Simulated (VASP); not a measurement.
Wanted: the native input for a VASP 6.6.1 run.

| Item | Value |
| --- | --- |
| Task | single point |
| Functional | PBE |
| Potentials or basis | VASP PAW PBE potentials, release 64 (Si, Ti_sv) |
| Cutoff | 520 eV |
| k mesh | 2 × 2 × 2 |
| Occupations | gaussian, width 0.05 eV |
| Spin | no spin polarisation |
| Dipole correction | no |
| Further INCAR settings | LREAL = Auto; ALGO = Normal; EDIFF = 1e-06; NBANDS = 52 |

The structure of TiSi16 (a cell with a defect) lies in POSCAR:

```
TiSi16
1.0
    0.0000000000      5.4300000000      5.4300000000
    5.4300000000      0.0000000000      5.4300000000
    5.4300000000      5.4300000000      0.0000000000
Si Ti
16 1
Direct
    0.0348127993     -0.0119034070     -0.0109855433
    0.1354484346      0.1261941068      0.1268578269
   -0.0084506446      0.0085451197      0.5003033149
    0.1356136280      0.1261821363      0.6121097606
   -0.0081891344      0.4995650092      0.0091946593
    0.1354554328      0.6116285451      0.1268322284
   -0.0083302026      0.4996710866      0.5002383057
    0.0854340700      0.6379202578      0.6387852670
    0.5125925414      0.0081485267      0.0072393186
    0.6665075506      0.1117486188      0.1105674033
    0.5126630755      0.0081383978      0.4715656538
    0.6196355433      0.1484581952      0.6157517495
    0.5126929098      0.4724726519      0.0072148250
    0.6192362799      0.6168832413      0.1475364641
    0.4577968692      0.5144659300      0.5137677716
    0.6195944751      0.6167176796      0.6157740331
    0.4436318600      0.8526123389      0.8516931860
```

One way to write it, as run:

INCAR

```
ALGO = Normal ; EDIFF = 1E-6
ENCUT = 520 ; GGA = PE
ISIF = 2 ; ISMEAR = 0
LASPH = T ; LCHARG = F
LREAL = Auto ; LWAVE = F
NBANDS = 52 ; NELM = 60
PREC = Accurate ; SIGMA = 0.05
```

KPOINTS

```
k-points
0
Gamma
  2 2 2
```

Potentials or basis: VASP PAW PBE potentials, release 64 (Si, Ti_sv).

Command:

```sh
$ cat potpaw_PBE.64/Si/POTCAR potpaw_PBE.64/Ti_sv/POTCAR > POTCAR
$ mpirun -np 1 vasp_std > vasp.out
```

It gave:

| Property | Result |
| --- | --- |
| Pressure | 4.1 GPa |
| Largest force | 2.170 eV/Å |
| Band gap on the k mesh | zero (band 38 reaches 6.91 eV, above the bottom of band 39 at 6.60 eV) |

Caveat: the k points lie up to 0.50 Å⁻¹ apart.

Run time: 8.2 min on 1 thread of AMD EPYC 7R43 64-Core Processor (Zen 3) (shared host), peak memory 0.45 GiB.
